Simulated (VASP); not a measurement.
Wanted: the native input for a VASP 6.6.1 run.

```yaml
Task: single point
Functional: PBEsol
Potentials_or_basis: VASP PAW PBE potentials, release 64 (Ba_sv)
Cutoff: 400 eV
k_mesh: 16 × 16 × 1
Occupations: methfessel-paxton, width 0.1 eV
Spin: no spin polarisation
Dipole_correction: yes
Further_INCAR_settings: ALGO = Normal; EDIFF = 1e-06; NBANDS = 44; NELMDL = -8
```

The structure of Ba lies in POSCAR:

```
Ba
1.0
    4.8798185640      0.0000000000      0.0000000000
    2.4399092820      3.4505527970      0.0000000000
    0.0000000000      0.0000000000     40.7033167840
Ba
7
Direct
    0.0000000000      0.0000000000      0.2456802244
    0.5000000000      0.0000000000      0.3304534829
    0.0000000000      0.0000000000      0.4152267415
    0.5000000000      0.0000000000      0.5000000000
    0.0000000000      0.0000000000      0.5847732585
    0.5000000000      0.0000000000      0.6695465171
    0.0000000000      0.0000000000      0.7543197756
```

The input as run:

INCAR

```
ALGO = Normal
DIPOL = 0.5 0.5 0.500
EDIFF = 1E-6
ENCUT = 400
GGA = PS
GGA_COMPAT = False
IDIPOL = 3
ISIF = 2
ISMEAR = 1
KPAR = 4
LASPH = True
LCHARG = False
LDIPOL = True
LREAL = False
LWAVE = False
NBANDS = 44
NELM = 120
NELMDL = -8
PREC = Accurate
SIGMA = 0.1
```

KPOINTS

```
k-points
0
Gamma
  16 16 1
```

Potentials or basis: VASP PAW PBE potentials, release 64 (Ba_sv).

Run with:

```console
$ cat potpaw_PBE.64/Ba_sv/POTCAR > POTCAR
$ mpirun -np 4 vasp_std > vasp.out
```

It gave:

```yaml
Largest_force: 0.062 eV/Å
Band_gap_on_the_k_mesh: zero (bands 35 and 36 overlap by 0.75 eV)
```

Caveat: the PAW data sets were made with another functional, which shifts forces and pressure a little; spin-orbit coupling is left out, which moves the levels of the heavy elements.

It took 16 min on 4 MPI ranks on Intel(R) Xeon(R) Platinum 8488C (Sapphire Rapids) (shared host), peak memory 1.3 GiB a rank.
